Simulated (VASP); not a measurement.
# MgO (Fm-3m) in VASP: settings compared, part 2 of 2

VASP 6.6.1. The steps go on from the part before.

**5. Relaxation of cell and atoms, PBE**

INCAR

```
SYSTEM = MgO
ALGO     = Normal         ! electronic algorithm
EDIFF    = 1E-6           ! SCF threshold, eV
EDIFFG   = -0.01          ! ionic threshold
ENCUT    = 600            ! plane-wave cutoff, eV
GGA      = PE             ! functional
IBRION   = 2              ! ionic algorithm
ISIF     = 3              ! what is computed and relaxed
ISMEAR   = 0              ! smearing method
LASPH    = .TRUE.         ! aspherical terms in the spheres
LCHARG   = .FALSE.        ! write CHGCAR
LREAL    = .FALSE.        ! projectors in reciprocal space
LWAVE    = .FALSE.        ! write WAVECAR
NELM     = 80             ! most SCF steps
NSW      = 100            ! ionic steps
PREC     = Accurate       ! precision mode
SIGMA    = 0.02           ! smearing width, eV
```

KPOINTS

```
k-points
0
G
  10 10 10
  0 0 0
```

POSCAR

```
MgO
1.0
    0.0000000000      2.1268086537      2.1268086537
    2.1268086537      0.0000000000      2.1268086537
    2.1268086537      2.1268086537      0.0000000000
Mg O
1 1
Direct
    0.0000000000      0.0000000000      0.0000000000
    0.5000000000      0.5000000000      0.5000000000
```

Potentials or basis: VASP PAW PBE potentials, release 64 (Mg, O).

Run with:

```console
$ cat potpaw_PBE.64/Mg/POTCAR potpaw_PBE.64/O/POTCAR > POTCAR
$ mpirun -np 1 vasp_std > vasp.out
```

OUTCAR:

```text
SYSTEM = MgO
   EDIFF = 1E-6
   EDIFFG = -0.01
   ENCUT = 600
   GGA = PE
   IBRION = 2
   ISIF = 3
   ISMEAR = 0
   LASPH = .TRUE.
   LREAL = .FALSE.
   NELM = 80
   NSW = 100
   PREC = Accurate

 ion  position               nearest neighbor table
   1  0.000  0.000  0.000-   2 2.13   2 2.13   2 2.13   2 2.13   2 2.13   2 2.13
   2  0.500  0.500  0.500-   1 2.13   1 2.13   1 2.13   1 2.13   1 2.13   1 2.13

  LATTYP: Found a face centered cubic cell.
 ALAT       =     4.2536173074

  Lattice vectors:

 A1 = (   0.0000000000,   2.1268086537,   2.1268086537)
 A2 = (   2.1268086537,   0.0000000000,   2.1268086537)
 A3 = (   2.1268086537,   2.1268086537,   0.0000000000)

Analysis of symmetry for initial positions (statically):
=====================================================================
 Subroutine PRICEL returns:
 Original cell was already a primitive cell.

 Routine SETGRP: Setting up the symmetry group for a
 face centered cubic supercell.

 Subroutine GETGRP returns: Found 48 space group operations
 (whereof 48 operations were pure point group operations)
 out of a pool of 48 trial point group operations.

The static configuration has the point symmetry O_h .

Analysis of symmetry for dynamics (positions and initial velocities):
=====================================================================
 Subroutine PRICEL returns:
 Original cell was already a primitive cell.

 Routine SETGRP: Setting up the symmetry group for a
 face centered cubic supercell.

 Subroutine GETGRP returns: Found 48 space group operations
 (whereof 48 operations were pure point group operations)
 out of a pool of 48 trial point group operations.

The dynamic configuration has the point symmetry O_h .

 Subroutine INISYM returns: Found 48 space group operations
 (whereof 48 operations are pure point group operations),
 and found     1 'primitive' translations

[... 121 lines left out ...]
   AEXX    =    0.0000 exact exchange contribution
   IVDW    =     0    specifies the selected vdW correction
   LEPSILON=     F    determine dielectric tensor
   LRPA    =     F    only Hartree local field effects (RPA)
 conjugate gradient relaxation of ions
 non-spin polarized calculation
 Gauss-broadening in eV      SIGMA  =   0.02
  energy-cutoff  :      600.00
  volume of cell :       19.24
 maximum number of plane-waves:       656
   NGX = 13   NGY = 13   NGZ = 13

--------------------------------------- Ionic step        1  -------------------------------------------

 number of electron       8.0000004 magnetization

 Free energy of the ion-electron system (eV)
  ---------------------------------------------------
  ext. energy  EPLUGINS =         0.00000000
  ---------------------------------------------------
  free energy    TOTEN  =       -11.91484146 eV

  energy without entropy =      -11.91484146  energy(sigma->0) =      -11.91484146

------------------------ aborting loop because EDIFF is reached ----------------------------------------

  FORCE on cell =-STRESS in cart. coord.  units (eV):
  Direction    XX          YY          ZZ          XY          YZ          ZX
  --------------------------------------------------------------------------------------
  -------------------------------------------------------------------------------------
  Total       -0.1184220     -0.1184220     -0.1184220      0.0000000      0.0000000      0.0000000
  in kB       -9.8611516     -9.8611516     -9.8611516      0.0000000      0.0000000      0.0000000
  external PRESSURE =      -9.8611516 kB  Pullay stress =       0.0000000 kB
[... 59 lines left out ...]
--------------------------------------- Ionic step        3  -------------------------------------------

 number of electron       8.0000005 magnetization

 Free energy of the ion-electron system (eV)
  ---------------------------------------------------
  ext. energy  EPLUGINS =         0.00000000
  ---------------------------------------------------
  free energy    TOTEN  =       -11.91520697 eV

  energy without entropy =      -11.91520697  energy(sigma->0) =      -11.91520697

 E-fermi :   3.1283     XC(G=0): -10.9691

 val. band max:        3.0129986814   @ k =   0.0000   0.0000   0.0000
 cond. band min:       7.5189070038   @ k =   0.0000   0.0000   0.0000
 fundamental gap:      4.5059083223
 Fermi energy:         3.1282947440

 k-point     1 :       0.0000    0.0000    0.0000
  band No.  band energies     occupation
      1     -14.1323      2.00000
      2       3.0130      2.00000
      3       3.0130      2.00000
      4       3.0130      2.00000
      5       7.5189      0.00000
      6      18.6841      0.00000
      7      18.6841      0.00000
      8      18.6841      0.00000
[... 243 lines left out ...]
 k-point    24 :       0.4000    0.3000    0.0000
  band No.  band energies     occupation
      1     -12.9472      2.00000
      2      -0.4866      2.00000
      3       1.7437      2.00000
      4       1.9567      2.00000
      5      12.3611      0.00000
      6      13.1185      0.00000
      7      16.3710      0.00000
      8      20.8890      0.00000

 [... further k-points ...]
[... 5 lines left out ...]
  --------------------------------------------------------------------------------------
  -------------------------------------------------------------------------------------
  Total       -0.0006603     -0.0006603     -0.0006603      0.0000000      0.0000000     -0.0000000
  in kB       -0.0553348     -0.0553348     -0.0553348      0.0000000      0.0000000     -0.0000000
  external PRESSURE =      -0.0553348 kB  Pullay stress =       0.0000000 kB
[... 17 lines left out ...]
  FREE ENERGIE OF THE ION-ELECTRON SYSTEM (eV)
  ---------------------------------------------------
  free  energy   TOTEN  =       -11.9152069654 eV

  energy  without entropy=      -11.9152069654  energy(sigma->0) =      -11.91520697

 reached required accuracy - stopping structural energy minimisation
```

Wall time 10 s (1 thread of Intel Xeon Platinum 8259CL at 2.50GHz (Skylake/Cascade Lake), shared host); peak memory 0.15 GiB.

Results:

```
Free energy                            : -11.9152 eV
Relaxed volume                         : 9.56 Å³/atom
Relaxed cell                           : a = 3.001 Å, b = 3.001 Å, c = 3.001 Å, α = 60.00°, β = 60.00°, γ = 60.00°
Space group after relaxing (to 0.05 Å) : Fm-3m (No. 225)
Energy gained by relaxing              : 0.2 meV/atom
Ionic steps                            : 3
Pressure after relaxing                : 0.0 GPa
Band gap on the k mesh                 : 4.51 eV, direct
```

Step by step:
```csv
step,energy change (eV),largest force (eV/Å),pressure (GPa),volume (Å³)
1,0.0000,0.0000,-0.99,19.24
2,-0.0003,0.0000,0.34,19.08
3,-0.0004,0.0000,-0.01,19.12
```

Final structure:
```cif
data_structure
_symmetry_space_group_name_H-M 'P 1'
_symmetry_Int_Tables_number 1
_cell_length_a 3.0015
_cell_length_b 3.0015
_cell_length_c 3.0015
_cell_angle_alpha 60.000
_cell_angle_beta 60.000
_cell_angle_gamma 60.000
_cell_volume 19.12
loop_
_atom_site_label
_atom_site_type_symbol
_atom_site_fract_x
_atom_site_fract_y
_atom_site_fract_z
_atom_site_occupancy
Mg1 Mg 0.00000 0.00000 0.00000 1
O1 O 0.50000 0.50000 0.50000 1
```

Levels at points of the mesh, in eV from the valence-band top:
```
           k point  band 2  band 3  band 4  band 5  band 6  band 7
(0.00, 0.00, 0.00)    0.00    0.00    0.00    4.51   15.67   15.67
(0.50, 0.00, 0.00)   -4.52   -0.63   -0.63    7.75   12.34   16.08
(0.50, 0.50, 0.00)   -3.99   -1.32   -1.32    9.09    9.72   12.85
```

A hybrid or GW would open this gap; PBE tends to underestimate it.

**6. Single point, PBE**

This run uses another cell than the first one: it holds 8 atoms, not 2.

INCAR

```
ALGO = Normal
EDIFF = 1E-7
ENCUT = 520
GGA = PE
ISIF = 2
ISMEAR = 0
LASPH = T
LCHARG = F
LREAL = F
LWAVE = F
NBANDS = 26
NELM = 60
PREC = Accurate
SIGMA = 0.1
```

KPOINTS

```
k-points
0
Gamma
  4 4 4
```

POSCAR

```
MgO
1.0
    2.1268086537      2.1268086537      0.0000000000
    2.1268086537     -2.1268086537      4.2536173074
    2.1268086537     -2.1268086537     -4.2536173074
Mg O
4 4
Direct
    0.0000000000      0.0000000000      0.0000000000
    0.5000000000      0.5000000000      0.0000000000
    0.5000000000      1.0000000000      0.5000000000
    0.0000000000      0.5000000000      0.5000000000
    0.0000000000      0.2500000000      0.7500000000
    0.5000000000      0.7500000000      0.7500000000
    0.5000000000      0.2500000000      0.2500000000
    0.0000000000      0.7500000000      0.2500000000
```

Potentials or basis: VASP PAW PBE potentials, release 64 (Mg, O).

Run with:

```console
$ cat potpaw_PBE.64/Mg/POTCAR potpaw_PBE.64/O/POTCAR > POTCAR
$ mpirun -np 1 vasp_std > vasp.out
```

It took 30 s on 1 thread of Intel Xeon Platinum 8259CL at 2.50GHz (Skylake/Cascade Lake), shared host; peak memory 0.2 GiB.

The run converged. Its results:

* Free energy: -47.6384 eV
* Pressure: -0.7 GPa
* Band gap on the k mesh: 4.44 eV

Levels at points of the mesh, in eV from the valence-band top:
| k point | band 13 | band 14 | band 15 | band 16 | band 17 | band 18 | band 19 | band 20 |
| --- | --- | --- | --- | --- | --- | --- | --- | --- |
| (0.00, 0.00, 0.00) | -0.62 | 0.00 | 0.00 | 0.00 | 4.44 | 7.71 | 7.71 | 9.08 |
| (0.50, 0.00, 0.00) | -1.72 | -1.72 | -0.62 | -0.62 | 9.21 | 9.21 | 11.45 | 11.45 |
| (0.00, 0.50, 0.00) | -0.32 | -0.32 | -0.32 | -0.32 | 6.82 | 6.82 | 9.49 | 9.49 |
| (0.50, 0.50, 0.00) | -0.98 | -0.98 | -0.98 | -0.98 | 9.49 | 9.49 | 9.49 | 9.49 |
| (0.00, 0.50, 0.50) | -0.71 | -0.71 | -0.62 | -0.62 | 7.77 | 7.77 | 9.21 | 9.21 |
| (0.50, 0.50, 0.50) | -0.62 | -0.62 | -0.62 | -0.62 | 7.71 | 7.71 | 9.08 | 9.08 |

Caveat: the k points lie up to 0.52 Å⁻¹ apart. Expect the measured gap to be larger: semilocal functionals such as PBE lack the derivative discontinuity.

**7. The runs side by side**

```tsv
task	level	cell	k mesh	cutoff (eV)	smearing	gap on the mesh (eV)	pressure (GPa)
single point	PBE	a = 3.008 Å, angles 60.0°, 2 atoms	10 × 10 × 10	520	gaussian 0.02 eV	4.45	-0.7
single point	r2SCAN	a = 3.008 Å, angles 60.0°, 2 atoms	10 × 10 × 10	520	gaussian 0.02 eV	5.31	-6.5
relaxation of cell and atoms	PBE	relaxed from a = 3.008 Å, angles 60.0°, 2 atoms	10 × 10 × 10	600	gaussian 0.02 eV	4.51	0.0
single point	PBE	a = 3.008, b = 5.210, c = 5.210 Å, angles 109.5, 90.0, 90.0°, 8 atoms	4 × 4 × 4	520	gaussian 0.1 eV	4.44	-0.7
```

Alike in all rows: potentials or basis VASP PAW PBE potentials, release 64 (Mg, O); no spin polarisation.

Caveats: some runs use coarse meshes; the PAW data sets were made with another functional, which shifts forces and pressure a little (some runs).

Total energies depend on the potentials used, so only differences within one code and one set of settings carry meaning.
